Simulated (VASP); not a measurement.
A run of VASP 6.6.1:

File INCAR:

```
SYSTEM = Co
  ALGO = Normal
  EDIFF = 1E-7
  ENCUT = 520
  GGA = PE
  ISIF = 2
  ISMEAR = 0
  ISPIN = 2
  LASPH = .TRUE.
  LCHARG = .TRUE.
  LELF = .TRUE.
  LMAXMIX = 4
  LORBIT = 11
  LREAL = .FALSE.
  LVHAR = .TRUE.
  LWAVE = .FALSE.
  MAGMOM = 1.88 1.88 1.88 1.88
  NBANDS = 30
  NELM = 150
  PREC = Accurate
  SIGMA = 0.1
```

File KPOINTS:

```
k-points
0
G
  24 24 8
  0 0 0
```

POSCAR

```
Co
1.0
    2.4915950157      0.0000000000      0.0000000000
   -1.2457975079      2.1577845795      0.0000000000
    0.0000000000      0.0000000000      8.0933174588
Co
4
Direct
    0.0000000000      0.0000000000      0.0000000000
    0.3333333333      0.6666666667      0.2500000000
    0.0000000000      0.0000000000      0.5000000000
    0.6666666667      0.3333333333      0.7500000000
```

Potentials or basis: VASP PAW PBE potentials, release 64 (Co).

Run with:

```console
$ cat potpaw_PBE.64/Co/POTCAR > POTCAR
$ mpirun -np 1 vasp_std > vasp.out
```

Hardware: 1 thread of Intel(R) Xeon(R) 6975P-C (Granite Rapids), on a shared host.

Q: Estimate the wall time of this run.

A: Wall time 7.1 min on 1 thread of Intel(R) Xeon(R) 6975P-C (Granite Rapids), on a shared host, peak memory 0.58 GiB. Counts: scf iterations 20, k points 305.
